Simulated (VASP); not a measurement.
Set up this calculation in VASP 6.6.1, as the native input.

```
Task                   : single point
Functional             : LDA
Potentials or basis    : VASP PAW LDA potentials, release 64 (Mn_pv, Si)
Cutoff                 : 520 eV
k mesh                 : 14 × 14 × 14
Occupations            : fermi-dirac, width 0.1 eV
Spin                   : collinear spin, ferromagnetic start
Starting moments       : [3.0, 0.0] μB
Dipole correction      : no
Further INCAR settings : ALGO = Normal; EDIFF = 1e-06; NBANDS = 20
```

The structure of MnSi (zincblende type) lies in POSCAR:

```
MnSi
1.0
    0.0000000000      2.1502166055      2.1502166055
    2.1502166055      0.0000000000      2.1502166055
    2.1502166055      2.1502166055      0.0000000000
Mn Si
1 1
Direct
    0.0000000000      0.0000000000      0.0000000000
    0.2500000000      0.2500000000      0.2500000000
```

One way to write it, as run:

INCAR

```
PREC     = Accurate       # precision mode
ENCUT    = 520            # plane-wave cutoff, eV
EDIFF    = 1E-6           # SCF threshold, eV
ISMEAR   = -1             # smearing method
SIGMA    = 0.1            # smearing width, eV
LREAL    = False          # projectors in reciprocal space
LASPH    = True           # aspherical terms in the spheres
NELM     = 150            # most SCF steps
ALGO     = Normal         # electronic algorithm
ISIF     = 2              # what is computed and relaxed
LWAVE    = False          # write WAVECAR
LCHARG   = False          # write CHGCAR
ISPIN    = 2              # spin polarisation
MAGMOM   = 3 0            # initial moments
LORBIT   = 11             # projections on sites
LMAXMIX  = 4              # l up to which the mixer works
GGA      = CA             # functional
NBANDS   = 20             # bands
```

KPOINTS

```
Automatic mesh
0
Gamma
  14 14 14
```

Potentials or basis: VASP PAW LDA potentials, release 64 (Mn_pv, Si).

Command:

```console
$ cat potpaw_LDA.64/Mn_pv/POTCAR potpaw_LDA.64/Si/POTCAR > POTCAR
$ mpirun -np 1 vasp_std > vasp.out
```

Results of the run:

```
Pressure                                              : 152.6 GPa
Net moment                                            : 0.70 μB per cell
Site moments                                          : Mn +0.70; Si -0.00 μB
Valence electrons inside the program's atomic spheres : Mn 13.17; Si 2.21
```

Wall time 30 s on 1 thread of Intel(R) Xeon(R) 6975P-C (Granite Rapids), with other jobs on the host, peak memory 0.17 GiB.
